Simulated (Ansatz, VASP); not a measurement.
**Al3BP4 in VASP and in Ansatz**

```
Al B P
1.0
     5.27564    0.00000    0.00000
     0.00000    5.27564    0.00000
     0.00000    0.00000    5.27564
Al B P
3 1 4
Direct
  0.50000 0.00000 0.50000
  0.50000 0.50000 0.00000
  0.00000 0.50000 0.50000
  0.00000 0.00000 0.00000
  0.22591 0.77409 0.77409
  0.22591 0.22591 0.22591
  0.77409 0.77409 0.22591
  0.77409 0.22591 0.77409
```

Alike in both runs: task relaxation of cell and atoms; functional PBE; k mesh 6 × 6 × 6; occupations gaussian, width 0.02 eV; no spin polarisation.

|  | VASP | Ansatz |
| --- | --- | --- |
| version | VASP 6.6.1 | Ansatz 0.2.0 |
| potentials or method | VASP PAW PBE potentials, release 64 (Al, B, P), cutoff 600 eV | scalar-relativistic, plane waves, PAW |
| valence electrons in the cell | 32 | 32 |

```tsv
	VASP	Ansatz	Ansatz less VASP
gap on the k mesh at the Fermi level, each at its own relaxed structure (eV)	1.04	1.04	-0.002
relaxed volume (Å³/atom)	18.35	18.36	+0.010
relaxed length of the cell vector where the two differ most in proportion (Å)	5.276	5.277	+0.0010
```

Noted on VASP's run: the relaxation stopped at its first step, so nothing moved.
